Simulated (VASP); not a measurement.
Crystal: Bi2Te3.

```xyz
5
Lattice="2.1483 1.2403 9.8859 -2.1483 1.2403 9.8859 0.0000 -2.4806 9.8859" Properties=species:S:1:pos:R:3 pbc="T T T"
Bi    0.0000    0.0000   11.8668
Bi    0.0000    0.0000   17.7909
Te    0.0000    0.0000    0.0000
Te    0.0000    0.0000    6.2059
Te    0.0000    0.0000   23.4518
```

- Program: VASP 6.6.1
- Task: relaxation of shape and atoms at fixed volume
- Functional: PBE
- Dispersion: D3(BJ)
- Potentials or basis: VASP PAW PBE potentials, release 64 (Bi_d, Te)
- Cutoff: 600 eV
- k mesh: 7 × 7 × 7
- Occupations: gaussian, width 0.03 eV
- Spin: no spin polarisation

At the start: pressure 3.8 GPa; volume 31.61 Å³/atom.

Question: Where does the relaxation end?

Answer: Over 7 steps the energy falls by 5.6 meV/atom; space group R-3m (No. 166, to 0.1 Å) before and after.

Step by step:
| step | energy change (eV) | largest force (eV/Å) | pressure (GPa) |
| --- | --- | --- | --- |
| 1 | 0.0000 | 0.4224 | 3.77 |
| 2 | -0.0145 | 0.2270 | 3.44 |
| 3 | -0.0181 | 0.1740 | 3.18 |
| 4 | -0.0218 | 0.1327 | 3.12 |
| 5 | -0.0274 | 0.0145 | 2.94 |
| 6 | -0.0275 | 0.0091 | 2.92 |
| 7 | -0.0279 | 0.0029 | 2.92 |

Final structure:
```
CELL_PARAMETERS angstrom
2.14967 1.24111 9.87332
-2.14967 1.24111 9.87332
0.00000 -2.48222 9.87332
ATOMIC_POSITIONS crystal
Bi 0.40092 0.40092 0.40092
Bi 0.59908 0.59908 0.59908
Te 0.00000 0.00000 0.00000
Te 0.20672 0.20672 0.20672
Te 0.79328 0.79328 0.79328
```
